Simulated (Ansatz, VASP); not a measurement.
**BN: VASP beside Ansatz**

```
B N
1.0
     0.00000    3.18921    2.16883
     1.25384    0.00000    2.16883
     1.25384    3.18921    0.00000
B N
1 1
Direct
  0.00011 0.00011 0.99989
  0.66659 0.66659 0.33341
```

Alike in both runs: task single point; functional PBE; dispersion D3(BJ); k mesh 12 × 12 × 12; occupations gaussian, width 0.05 eV; no spin polarisation.

```csv
,VASP,Ansatz
version,VASP 6.6.1,Ansatz 0.2.0
potentials or method,"VASP PAW PBE potentials, release 64 (B, N), cutoff 520 eV","scalar-relativistic, plane waves, PAW"
valence electrons in the cell,8,8
```

Ansatz gave:

```
gap on the k mesh at the Fermi level (eV)                     : 3.37
pressure (GPa)                                                : 0.8
traceless stress, the component that is largest in VASP (GPa) : 1.27
rms of the force components (eV/Å)                            : 0.004
```

Q: What did VASP give for the same quantities?

A: gap on the k mesh at the Fermi level (eV): 3.36; pressure (GPa): 0.5; traceless stress, the component that is largest in VASP (GPa): 1.07; rms of the force components (eV/Å): 0.004.

Atom by atom the forces differ by 0.000 eV/Å (rms over components).

Noted on VASP's run: three body term missing.
